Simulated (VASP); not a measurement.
SrCo3, 4 atoms in the cell. It takes space group Pm-3m (No. 221, cubic). The conventional cell has a = 4.007 Å, b = 4.007 Å, c = 4.007 Å, α = 90.00°, β = 90.00°, γ = 90.00°. Within 3.7 Å of Sr (site symmetry m-3m) lie 12 Co at 2.83 Å. Co (site symmetry 4/mmm) has 4 Sr at 2.83 Å and 8 Co at 2.83 Å within 3.7 Å. 

| Quantity | Value |
| --- | --- |
| Program | VASP 6.6.1 |
| Task | single point |
| Functional | PBE |
| Potentials or basis | VASP PAW PBE potentials, release 64 (Sr_sv, Co) |
| Cutoff | 520 eV |
| k mesh | 8 × 8 × 8 |
| Occupations | gaussian, width 0.05 eV |
| Spin | collinear spin, ferromagnetic start |
| Starting moments | [0.0, 1.66, 1.66, 1.66] μB |
| Dipole correction | no |
| Further INCAR settings | ALGO = Normal; EDIFF = 1e-06; NBANDS = 30 |

Potentials or basis: VASP PAW PBE potentials, release 64 (Sr_sv, Co).

Command:

```console
$ cat potpaw_PBE.64/Sr_sv/POTCAR potpaw_PBE.64/Co/POTCAR > POTCAR
$ mpirun -np 1 vasp_std > vasp.out
```

Hardware: 1 thread of Intel(R) Xeon(R) 6975P-C (Granite Rapids), on a shared host.

Problem. How long does it take, and how much memory?

Solution. It took 57 s on 1 thread of Intel(R) Xeon(R) 6975P-C (Granite Rapids) (shared host), peak memory 0.24 GiB. Counts: scf iterations 16, k points 35.
